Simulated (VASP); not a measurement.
Write the native input for VASP 6.6.1 that does the following.

| Item | Value |
| --- | --- |
| Task | single point |
| Functional | PBE |
| Potentials or basis | VASP PAW PBE potentials, release 64 (Zn, S) |
| Cutoff | 520 eV |
| k mesh | 5 × 5 × 3 |
| Occupations | gaussian, width 0.01 eV |
| Spin | no spin polarisation |
| Dipole correction | no |
| Further INCAR settings | ALGO = Normal; EDIFF = 1e-07; NBANDS = 26 |

The structure of ZnS (Wurtzite-2H) lies in POSCAR:

```
ZnS
1.0
    3.8611504880      0.0000000000      0.0000000000
   -1.9305752440      3.3438545990      0.0000000000
    0.0000000000      0.0000000000      6.3160357234
Zn S
2 2
Direct
    0.3333333333      0.6666666667      0.0000000000
    0.6666666667      0.3333333333      0.5000000000
    0.3333333333      0.6666666667      0.3850000000
    0.6666666667      0.3333333333      0.8850000000
```

These files were run (other wordings do the same):

INCAR

```
ALGO = Normal
EDIFF = 1E-7
ENCUT = 520
GGA = PE
ISIF = 2
ISMEAR = 0
LASPH = T
LCHARG = F
LREAL = F
LWAVE = F
NBANDS = 26
NELM = 60
PREC = Accurate
SIGMA = 0.01
```

KPOINTS

```
k-points
0
Gamma
  5 5 3
```

Potentials or basis: VASP PAW PBE potentials, release 64 (Zn, S).

Command:

```bash
$ cat potpaw_PBE.64/Zn/POTCAR potpaw_PBE.64/S/POTCAR > POTCAR
$ mpirun -np 1 vasp_std > vasp.out
```

It gave:

The pressure is -0.3 GPa. The largest force is 0.281 eV/Å and the band gap on the k mesh is 2.07 eV, direct.

Run time: 45 s on 1 thread of Intel Xeon 8259CL, with other jobs on the host, peak memory 0.19 GiB.
